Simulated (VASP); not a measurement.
Ga2As2H, 5 atoms in the cell. The cell holds a slab with vacuum, 5 atoms: a = 4.063 Å, b = 4.063 Å, c = 19.890 Å, α = 90.00°, β = 90.00°, γ = 90.00°. 

- Program: VASP 6.6.1
- Task: single point
- Functional: PBE
- Potentials or basis: VASP PAW PBE potentials, release 64 (As, Ga_d, H)
- Cutoff: 520 eV
- k mesh: 7 × 7 × 1
- Occupations: gaussian, width 0.05 eV
- Spin: collinear spin
- Starting moments: [0.0, 0.0, 0.0, 0.0, 1.0] μB
- Dipole correction: yes
- Further INCAR settings: ALGO = Normal; EDIFF = 1e-06; NBANDS = 30

Potentials or basis: VASP PAW PBE potentials, release 64 (As, Ga_d, H).

Command:

```console
$ cat potpaw_PBE.64/As/POTCAR potpaw_PBE.64/Ga_d/POTCAR potpaw_PBE.64/H/POTCAR > POTCAR
$ mpirun -np 1 vasp_std > vasp.out
```

Hardware: 1 thread of AMD EPYC 9R45 96-Core Processor (Zen 5), on a shared host.

Problem. Estimate the wall time of this run.

Solution. Wall time 5.6 min on 1 thread of AMD EPYC 9R45 96-Core Processor (Zen 5) (shared host), peak memory 0.58 GiB. Counts: scf iterations 34, k points 16.
